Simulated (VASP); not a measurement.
# Sn8O16F (a cell with a defect) in VASP: further runs

The runs below take Sn8O16F (a cell with a defect) through single point, with PBE.

Program: VASP 6.6.1. These are calculated values, not measurements. Logs are shortened: lines on timing, memory, paths and dates and some standing lists are left out, and cuts for length are marked.

### 1 The cell of the first run

The cell holds a defect, 25 atoms: a = 6.827 Å, b = 6.827 Å, c = 6.476 Å, α = 90.00°, β = 90.00°, γ = 90.00°.

### 2 Single point, PBE, collinear spin

INCAR reads:

```
SYSTEM = Sn8O16F
PREC     = Accurate       ! precision mode
ENCUT    = 520            ! plane-wave cutoff, eV
EDIFF    = 1E-6           ! SCF threshold, eV
ISMEAR   = -1             ! smearing method
SIGMA    = 0.01           ! smearing width, eV
LREAL    = Auto         
LASPH    = .TRUE.         ! aspherical terms in the spheres
NELM     = 150            ! most SCF steps
ALGO     = Normal         ! electronic algorithm
ISIF     = 2              ! what is computed and relaxed
LWAVE    = .FALSE.        ! write WAVECAR
LCHARG   = .FALSE.        ! write CHGCAR
ISPIN    = 2              ! spin polarisation
MAGMOM   = 0 0 0 0 0 0 0 0 0 0.27 0.01 0 0.06 0 0.4 0 0.04 0 0.01 0 0 0.02 0 0.02 0.23 ! initial moments
LORBIT   = 11             ! projections on sites
NUPDOWN  = 1.0            ! fixed moment
GGA      = PE             ! functional
NBANDS   = 130            ! bands
```

KPOINTS reads:

```
regular mesh
0
G
  1 1 1
  0 0 0
```

POSCAR reads:

```
Sn8O16F
1.0
    4.8274600300      4.8274600300      0.0000000000
   -4.8274600300      4.8274600300      0.0000000000
    0.0000000000      0.0000000000      6.4759066800
Sn O F
8 16 1
Direct
   -0.0026893024      0.5013362068      0.2405848443
    0.5034341009     -0.0114731142      0.2480069710
   -0.0032683854     -0.0033413016     -0.0027920415
    0.5004611089      0.4949308715     -0.0029165028
   -0.0046252066      0.5045715521      0.7367603080
    0.4936010832     -0.0097988383      0.7469117822
   -0.0050403317      0.0058674748      0.4960358694
    0.5001206608      0.4882463004      0.4998683829
   -0.0082740198      0.8082584787      0.2503564489
    0.5655892505      0.2915059868      0.2667827202
   -0.0366597546      0.1922492355      0.2459885663
    0.4929202904      0.6792116309      0.2490704514
    0.3043415152     -0.0389504002     -0.0016729704
    0.8058081218      0.4948008860     -0.0093668737
    0.1802310106      0.5766726151     -0.0244852200
    0.6886783069     -0.0113131957     -0.0067020731
   -0.0087716935      0.8130010348      0.7399170860
    0.4915074356      0.2994285796      0.7512543402
    0.0086760946      0.1973127678      0.7510239477
    0.5024919906      0.6834809568      0.7428459423
    0.3040645579      0.0067112933      0.4919450136
    0.8075365670      0.5072413826      0.4941098070
    0.1917766267      0.4860210101      0.4879576183
    0.6893844753     -0.0160929349      0.5034698863
    0.2790552364      0.3077668154      0.1088689252
```

Potentials or basis: VASP PAW PBE potentials, release 64 (Sn_d, O, F).

On the command line:

```sh
$ cat potpaw_PBE.64/Sn_d/POTCAR potpaw_PBE.64/O/POTCAR potpaw_PBE.64/F/POTCAR > POTCAR
$ mpirun -np 1 vasp_gam > vasp.out
```

OUTCAR:

```text
SYSTEM = Sn8O16F
   PREC = Accurate
   ENCUT = 520
   EDIFF = 1E-6
   ISMEAR = -1
   LREAL = Auto
   LASPH = .TRUE.
   NELM = 150
   ISIF = 2
   ISPIN = 2
   LORBIT = 11
   NUPDOWN = 1.0
   GGA = PE

 ion  position               nearest neighbor table
   1  0.997  0.501  0.241-  14 2.08  23 2.08  22 2.09   9 2.10  11 2.12  15 2.18  25 2.48   5 3.21
                             5 3.26   3 3.73   4 3.74
   2  0.503  0.989  0.248-  16 2.08  24 2.09  21 2.09  12 2.11  10 2.12  13 2.12  25 2.81   6 3.23
                             6 3.25   7 3.72   3 3.74   4 3.74
   3  0.997  0.997  0.997-   9 2.08  17 2.09  19 2.10  16 2.10  11 2.10  13 2.11   7 3.23   7 3.25
                             1 3.73   2 3.74
   4  0.500  0.495  0.997-  12 2.06  18 2.08  14 2.09  20 2.09  25 2.11  15 2.26  10 2.28   8 3.22
                             8 3.26   1 3.74   2 3.74   6 3.75
   5  0.995  0.505  0.737-  22 2.03  15 2.06  14 2.09  23 2.10  19 2.10  17 2.11   1 3.21   1 3.26
                             8 3.71   7 3.74
   6  0.494  0.990  0.747-  24 2.07  16 2.08  13 2.09  20 2.10  21 2.10  18 2.11   2 3.23   2 3.25
                             4 3.75   8 3.76
   7  0.995  0.006  0.496-  17 2.06  11 2.07   9 2.09  24 2.09  19 2.11  21 2.11   3 3.23   3 3.25
                             2 3.72   5 3.74
   8  0.500  0.488  0.500-  20 2.06  10 2.07  18 2.08  12 2.08  22 2.10  23 2.11   4 3.22   4 3.26
                             5 3.71   6 3.76
   9  0.992  0.808  0.250-   3 2.08   7 2.09   1 2.10
  10  0.566  0.292  0.267-   8 2.07   2 2.12   4 2.28
  11  0.963  0.192  0.246-   7 2.07   3 2.10   1 2.12
  12  0.493  0.679  0.249-   4 2.06   8 2.08   2 2.11
  13  0.304  0.961  0.998-   6 2.09   3 2.11   2 2.12
  14  0.806  0.495  0.991-   1 2.08   4 2.09   5 2.09
[... 9 lines left out ...]
  24  0.689  0.984  0.503-   6 2.07   2 2.09   7 2.09
  25  0.279  0.308  0.109-   4 2.11   1 2.48   2 2.81

  LATTYP: Found a simple tetragonal cell.
 ALAT       =     6.8270594462
 C/A-ratio  =     0.9485645659

  Lattice vectors:

 A1 = (   4.8274600300,   4.8274600300,   0.0000000000)
 A2 = (  -4.8274600300,   4.8274600300,   0.0000000000)
 A3 = (   0.0000000000,   0.0000000000,   6.4759066800)

Analysis of symmetry for initial positions (statically):
=====================================================================
 Subroutine PRICEL returns:
 Original cell was already a primitive cell.

 Routine SETGRP: Setting up the symmetry group for a
 simple tetragonal supercell.

 Subroutine GETGRP returns: Found  1 space group operations
 (whereof  1 operations were pure point group operations)
 out of a pool of 16 trial point group operations.

The static configuration has the point symmetry C_1 .

Analysis of symmetry for dynamics (positions and initial velocities):
=====================================================================
 Subroutine PRICEL returns:
 Original cell was already a primitive cell.

 Routine SETGRP: Setting up the symmetry group for a
 simple tetragonal supercell.

 Subroutine GETGRP returns: Found  1 space group operations
 (whereof  1 operations were pure point group operations)
 out of a pool of 16 trial point group operations.

The dynamic configuration has the point symmetry C_1 .

Analysis of structural, dynamic, and magnetic symmetry:
=====================================================================
 Subroutine PRICEL returns:
 Original cell was already a primitive cell.

 Routine SETGRP: Setting up the symmetry group for a
 simple tetragonal supercell.

 Subroutine GETGRP returns: Found  1 space group operations
 (whereof  1 operations were pure point group operations)
 out of a pool of 16 trial point group operations.

The overall configuration has the point symmetry C_1 .

 Subroutine INISYM returns: Found  1 space group operations
 (whereof  1 operations are pure point group operations),
 and found     1 'primitive' translations

----------------------------------------------------------------------------------------

                                     Primitive cell

  volume of cell :     301.8339

  direct lattice vectors                    reciprocal lattice vectors
     4.827460030  4.827460030  0.000000000     0.103574136  0.103574136  0.000000000
    -4.827460030  4.827460030  0.000000000    -0.103574136  0.103574136  0.000000000
     0.000000000  0.000000000  6.475906680     0.000000000  0.000000000  0.154418532

  length of vectors
     6.827059446  6.827059446  6.475906680     0.146475947  0.146475947  0.154418532

[... 93 lines left out ...]
   PREC   = accura    normal or accurate (medium, high low for compatibility)
   ISTART =      0    job   : 0-new  1-cont  2-samecut
   ICHARG =      2    charge: 1-file 2-atom 10-const
   ISPIN  =      2    spin polarized calculation?
   LNONCOLLINEAR =      F non collinear calculations
   LSORBIT =      F    spin-orbit coupling
   LASPH  =      T    aspherical Exc in radial PAW
   ENCUT  =  520.0 eV  38.22 Ry    6.18 a.u.  12.69 12.69 12.04*2*pi/ulx,y,z
   NELM   =    150;   NELMIN=  2; NELMDL= -5     # of ELM steps
   EDIFF  = 0.1E-05   stopping-criterion for ELM
   LREAL  =      T    real-space projection
   EDIFFG = 0.1E-04   stopping-criterion for IOM
   NSW    =      0    number of steps for IOM
   IBRION =     -1    ionic relax: 0-MD 1-quasi-New 2-CG
   NFREE  =      0    steps in history (QN), initial steepest desc. (CG)
   ISIF   =      2    stress and relaxation
   ISYM   =      2    0-nonsym 1-usesym 2-fastsym
   POTIM  = 0.5000    time-step for ionic-motion
   TEBEG  =    0.0;   TEEND  =   0.0 temperature during run
   PSTRESS=    0.0 pullay stress
   NELECT =     215.0000    total number of electrons
   NUPDOWN=       1.0000    fix difference up-down
   EMIN   =  10.00;   EMAX   =-10.00  energy-range for DOS
   EFERMI =   0.00;   METHOD = LEGACY
   ISMEAR =    -1;   SIGMA  =   0.01  broadening in eV -4-tet -1-fermi 0-gaus
   EFERMI_NEDOS =   21; number of points for ismear=-14 and -15
   IALGO  =     38    algorithm
   IMIX   =      4    mixing-type and parameters
     AMIX     =   0.40;   BMIX     =  1.00
     AMIX_MAG =   1.60;   BMIX_MAG =  1.00
  volume/ion in A,a.u.               =      12.07        81.48
  Fermi-wavevector in a.u.,A,eV,Ry     =   1.462059  2.762892 29.084052  2.137618
  Thomas-Fermi vector in A             =   2.578317
   LORBIT       =     11    0 simple, 1 ext, 2 COOP (PROOUT), +10 PAW based schemes
   GGA     = PE    functional components
   LHFCALC =     F    Hartree Fock is set to
   AEXX    =    0.0000 exact exchange contribution
   IVDW    =     0    specifies the selected vdW correction
   LEPSILON=     F    determine dielectric tensor
   LRPA    =     F    only Hartree local field effects (RPA)
 spin polarized calculation
  energy-cutoff  :      520.00
  volume of cell :      301.83
 maximum number of plane-waves:      4061
 NGX is ok and might be reduce to    50
   NGX = 25   NGY = 25   NGZ = 25

 number of electron     214.9999992 magnetization       0.9999945

 Free energy of the ion-electron system (eV)
  ---------------------------------------------------
  ext. energy  EPLUGINS =         0.00000000
  ---------------------------------------------------
  free energy    TOTEN  =      -146.97342706 eV

  energy without entropy =     -146.97342706  energy(sigma->0) =     -146.97342706

 E-fermi :   5.9996     XC(G=0): -11.1389

 val. band max:        5.7613870948   @ k =   0.0000   0.0000   0.0000
 cond. band min:       6.2460195492   @ k =   0.0000   0.0000   0.0000
 fundamental gap:      0.4846324545
 Fermi energy:         6.0186446147

 spin component 1

 k-point     1 :       0.0000    0.0000    0.0000
  band No.  band energies     occupation
      1     -16.9853      1.00000
      2     -15.3199      1.00000
      3     -15.2148      1.00000
      4     -15.1677      1.00000
      5     -15.1365      1.00000
      6     -15.1005      1.00000
[... 111 lines left out ...]
    118      12.1805      0.00000
    119      12.9047      0.00000
 Fermi energy:         5.9995688979

 spin component 2

 k-point     1 :       0.0000    0.0000    0.0000
  band No.  band energies     occupation
      1     -16.6560      1.00000
      2     -15.3130      1.00000
      3     -15.1940      1.00000
      4     -15.1622      1.00000
      5     -15.1330      1.00000
      6     -15.0938      1.00000
[... 111 lines left out ...]
    118      12.2005      0.00000
    119      12.9394      0.00000
 [bands above 119 left out]

------------------------ aborting loop because EDIFF is reached ----------------------------------------

  FORCE on cell =-STRESS in cart. coord.  units (eV):
  Direction    XX          YY          ZZ          XY          YZ          ZX
  --------------------------------------------------------------------------------------
  -------------------------------------------------------------------------------------
  Total        6.8154372      4.8395212      3.1151472      1.0761220     -0.0513361      2.1568583
  in kB       36.1773168     25.6888718     16.5356474      5.7122094     -0.2724993     11.4489125
  external PRESSURE =      26.1339453 kB  Pullay stress =       0.0000000 kB

 VOLUME and BASIS-vectors are now :
 -----------------------------------------------------------------------------
  energy-cutoff  :      520.00
  volume of cell :      301.83
      direct lattice vectors                 reciprocal lattice vectors
     4.827460030  4.827460030  0.000000000     0.103574136  0.103574136  0.000000000
    -4.827460030  4.827460030  0.000000000    -0.103574136  0.103574136  0.000000000
     0.000000000  0.000000000  6.475906680     0.000000000  0.000000000  0.154418532

 POSITION                                       TOTAL-FORCE (eV/Angst)
 -----------------------------------------------------------------------------------
      2.39430      7.23466      1.55801         0.007945     -0.007646     -0.005546
     -2.34177      7.20238      1.60607        -0.008135      0.001130     -0.017597
      0.00035      9.62301      6.45783        -0.005119      0.001285      0.002154
      0.02670      4.80521      6.45702         0.029072      0.061850     -0.000751
      2.36933      7.24093      4.77119         0.007056     -0.004228     -0.006240
     -2.39732      7.16300      4.83693         0.001263      0.015886     -0.005362
[... 17 lines left out ...]
     -1.42180      8.07775      3.26042         0.014212      0.011474      0.002895
     -0.13860      2.83286      0.70502        -0.032484     -0.075736      0.015013
 -----------------------------------------------------------------------------------
    total drift:                                0.003927      0.015960     -0.005361

  FREE ENERGIE OF THE ION-ELECTRON SYSTEM (eV)
  ---------------------------------------------------
  free  energy   TOTEN  =      -146.9734270574 eV

  energy  without entropy=     -146.9734270574  energy(sigma->0) =     -146.97342706

 total charge

# of ion       s       p       d       tot
------------------------------------------
    1        0.832   1.030  10.302  12.164
    2        0.845   1.040  10.309  12.195
    3        0.838   1.048  10.309  12.195
    4        0.833   1.022  10.312  12.167
    5        0.847   1.097  10.333  12.277
    6        0.836   1.070  10.322  12.227
[... 17 lines left out ...]
   24        1.554   3.505   0.000   5.059
   25        1.760   4.307   0.000   6.067
--------------------------------------------------
tot         33.399  68.504  82.544 184.448

 magnetization (x)

# of ion       s       p       d       tot
------------------------------------------
    1       -0.005  -0.004  -0.001  -0.009
    2        0.000  -0.003  -0.001  -0.003
    3       -0.001  -0.001   0.000  -0.002
    4       -0.004  -0.004  -0.000  -0.007
    5       -0.002  -0.004   0.001  -0.006
    6       -0.001  -0.001  -0.000  -0.002
[... 17 lines left out ...]
   24        0.001   0.016   0.000   0.017
   25        0.000   0.199   0.000   0.199
--------------------------------------------------
tot         -0.005   0.874  -0.001   0.869
```

Wall time 4 min (1 thread of Intel Xeon Platinum 8259CL at 2.50GHz (Skylake/Cascade Lake), shared host); peak memory 0.46 GiB.

What came out:

| Property | Result |
| --- | --- |
| Free energy | -146.9734 eV |
| Pressure | 2.6 GPa |
| Largest force | 0.084 eV/Å |
| Net moment | 1.00 μB per cell |
| Site moments | Sn -0.01, -0.00, +0.00 (each value once); O +0.00, +0.23, +0.01, -0.00, +0.05, +0.33, +0.04, +0.02 (each value once); F +0.20 μB |
| Valence electrons inside the program's atomic spheres | Sn 12.16, 12.20, 12.17, 12.28, 12.23, 12.24, 12.26 (each value once); O 5.06, 4.99, 5.04, 5.05, 5.03, 4.96, 5.07 (each value once); F 6.07 |

Forces on the atoms (eV/Å):
```
Sn   0.008 -0.008 -0.006
Sn  -0.008  0.001 -0.018
Sn  -0.005  0.001  0.002
Sn   0.029  0.062 -0.001
Sn   0.007 -0.004 -0.006
Sn   0.001  0.016 -0.005
Sn  -0.005  0.002  0.002
Sn  -0.010  0.004 -0.007
O    0.015 -0.013  0.003
O    0.020 -0.007 -0.016
O   -0.011  0.011 -0.003
O   -0.015  0.004  0.004
O   -0.012 -0.010  0.012
O   -0.010 -0.016  0.001
O    0.008  0.036  0.003
O    0.019  0.011  0.007
O    0.022 -0.011  0.008
O    0.020 -0.028  0.002
O   -0.013  0.014  0.000
O   -0.022  0.015 -0.006
O   -0.017 -0.014 -0.004
O   -0.019 -0.011  0.004
O    0.015  0.008  0.006
O    0.014  0.011  0.003
F   -0.032 -0.076  0.015
```

Stress tensor (GPa, compression positive):
```
 3.62  0.57  1.14
 0.57  2.57 -0.03
 1.14 -0.03  1.65
```

Caveat: the k points lie up to 0.97 Å⁻¹ apart; spin-orbit coupling is left out, which moves the levels of the heavy elements; the total moment is fixed, so each spin has its own Fermi level.

[end of part 1 of 2]
